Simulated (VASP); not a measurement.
Input of a VASP 6.6.1 run:

INCAR

```
SYSTEM = LuPd
PREC = Accurate
ENCUT = 520
EDIFF = 1E-6
ISMEAR = -1
SIGMA = 0.05
LREAL = .False.
LASPH = .True.
NELM = 100
ALGO = Normal
ISIF = 2
LWAVE = .False.
LCHARG = .True.
GGA = PS
LELF = .True.
LVHAR = .True.
NBANDS = 24
```

The input KPOINTS:

```
Automatic mesh
0
Gamma
  12 12 12
  0 0 0
```

POSCAR

```
LuPd
1.0
    3.3897853050      0.0000000000      0.0000000000
    0.0000000000      3.3897853050      0.0000000000
    0.0000000000      0.0000000000      3.3897853050
Lu Pd
1 1
Direct
    0.0000000000      0.0000000000      0.0000000000
    0.5000000000      0.5000000000      0.5000000000
```

Potentials or basis: VASP PAW PBE potentials, release 64 (Lu, Pd).

Command:

```sh
$ cat potpaw_PBE.64/Lu/POTCAR potpaw_PBE.64/Pd/POTCAR > POTCAR
$ mpirun -np 1 vasp_std > vasp.out
```

(1) Predict the pressure.

Answers

(1) 0.2 GPa.

Caveat: the PAW data sets were made with another functional, which shifts forces and pressure a little.
